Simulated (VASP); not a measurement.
A run of VASP 6.6.1 is set up as follows.

File INCAR:

```
SYSTEM = ZnO
PREC = Accurate
ENCUT = 520
EDIFF = 1E-6
ISMEAR = 0
SIGMA = 0.1
LREAL = .FALSE.
LASPH = .TRUE.
NELM = 100
ALGO = Normal
ISIF = 2
LWAVE = .FALSE.
LCHARG = .FALSE.
GGA = PE
NBANDS = 26
```

Contents of KPOINTS:

```
Automatic mesh
0
G
  9 9 4
  0 0 0
```

POSCAR

```
ZnO
1.0
    3.4446131989      0.0000000000      0.0000000000
   -1.7223065995      2.9831225365      0.0000000000
    0.0000000000      0.0000000000      4.6165076831
Zn O
2 2
Direct
    0.3333333333      0.6666666667      0.0000000000
    0.6666666667      0.3333333333      0.5000000000
    0.3333333333      0.6666666667      0.5000000000
    0.6666666667      0.3333333333      1.0000000000
```

Potentials or basis: VASP PAW PBE potentials, release 64 (Zn, O).

Command:

```console
$ cat potpaw_PBE.64/Zn/POTCAR potpaw_PBE.64/O/POTCAR > POTCAR
$ mpirun -np 1 vasp_std > vasp.out
```

Q: Estimate the band gap on the k mesh.

A: 0.93 eV, direct.

Q: Estimate the pressure.

A: 0.9 GPa.

Stress tensor (GPa, compression positive):
```
1.18 0.00 0.00
0.00 1.18 0.00
0.00 0.00 0.47
```
